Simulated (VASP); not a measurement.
Set up this calculation in VASP 6.6.1, as the native input.

| Quantity | Value |
| --- | --- |
| Task | single point |
| Functional | PBEsol |
| Potentials or basis | VASP PAW PBE potentials, release 64 (K_sv, Cl) |
| Cutoff | 520 eV |
| k mesh | 6 × 6 × 6 |
| Occupations | gaussian, width 0.05 eV |
| Spin | no spin polarisation |
| Dipole correction | no |
| Further INCAR settings | ALGO = Normal; EDIFF = 1e-06; NBANDS = 24 |

The structure of KCl lies in POSCAR:

```
KCl
1.0
    0.0000000000     -3.1207041401     -3.1207041401
   -3.1207041401      0.0000000000     -3.1207041401
    3.1207041401      3.1207041401     -6.2414082803
K Cl
2 2
Direct
    0.5000000000      0.5000000000      0.5000000000
    0.0000000000      1.0000000000      0.0000000000
    0.7500000000      0.7500000000      0.7500000000
    0.2500000000      0.2500000000      0.2500000000
```

These files were run (other wordings do the same):

INCAR

```
SYSTEM = KCl
  PREC = Accurate
  ENCUT = 520
  EDIFF = 1E-6
  ISMEAR = 0
  SIGMA = 0.05
  LREAL = .FALSE.
  LASPH = .TRUE.
  NELM = 100
  ALGO = Normal
  ISIF = 2
  LWAVE = .FALSE.
  LCHARG = .FALSE.
  GGA = PS
  NBANDS = 24
```

KPOINTS

```
regular mesh
0
G
  6 6 6
  0 0 0
```

Potentials or basis: VASP PAW PBE potentials, release 64 (K_sv, Cl).

Launch:

```sh
$ cat potpaw_PBE.64/K_sv/POTCAR potpaw_PBE.64/Cl/POTCAR > POTCAR
$ mpirun -np 1 vasp_std > vasp.out
```

Results of the run:

```yaml
Pressure: 0.1 GPa
Band_gap_on_the_k_mesh: 5.10 eV
```

Caveat: the PAW data sets were made with another functional, which shifts forces and pressure a little.

Run time: 2.1 min on 1 thread of Intel Xeon 8259CL, with other jobs on the host, peak memory 0.3 GiB.
